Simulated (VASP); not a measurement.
Runs of VASP 6.6.1 on BIr3Pd. The structure is that of space group P4/mmm (No. 123), or close to it. The cells are those of the table. 

```tsv
potentials or basis	cell	cutoff (eV)	second run	gap on the mesh (eV)	pressure (GPa)	largest force (eV/Å)
VASP PAW PBE potentials, release 64 (B, Pd, Ir)	a = 3.013, b = 3.013, c = 7.436 Å, 5 atoms	520	-	none	(c)	(b)
VASP PAW PBE potentials, release 64 (B, Pd, Ir)	a = 3.160, b = 3.160, c = 7.068 Å, 5 atoms	520	-	none	50.5	21.54
VASP PAW PBE potentials, release 64 (B, Pd_sv_GW, Ir_sv_GW)	a = 3.013, b = 3.013, c = 7.436 Å, 5 atoms	540	valence_matched	none	(a)	0.01
VASP PAW PBE potentials, release 64 (B, Pd_sv_GW, Ir_sv_GW)	a = 3.160, b = 3.160, c = 7.068 Å, 5 atoms	540	valence_matched	none	48.9	22.21
```

Alike in all rows: task single point; level PBE; no spin polarisation; k mesh 6 × 6 × 4; smearing gaussian 0.1 eV.

Task: Estimate the missing entries.

Result: (a) -2.2; (b) 0.06; (c) 0.5.

Caveats: spin-orbit coupling is left out, which moves the levels of the heavy elements; forces of over 1 eV/Å act on the atoms, so gaps and moduli don't describe the material at rest (some runs).

A k mesh can miss the band edges, and the runs leave out spin-orbit coupling on Ir, Pd.

A gap of «none» marks levels without a gap at the run's occupations.

The runs don't all hold the same shells in valence.
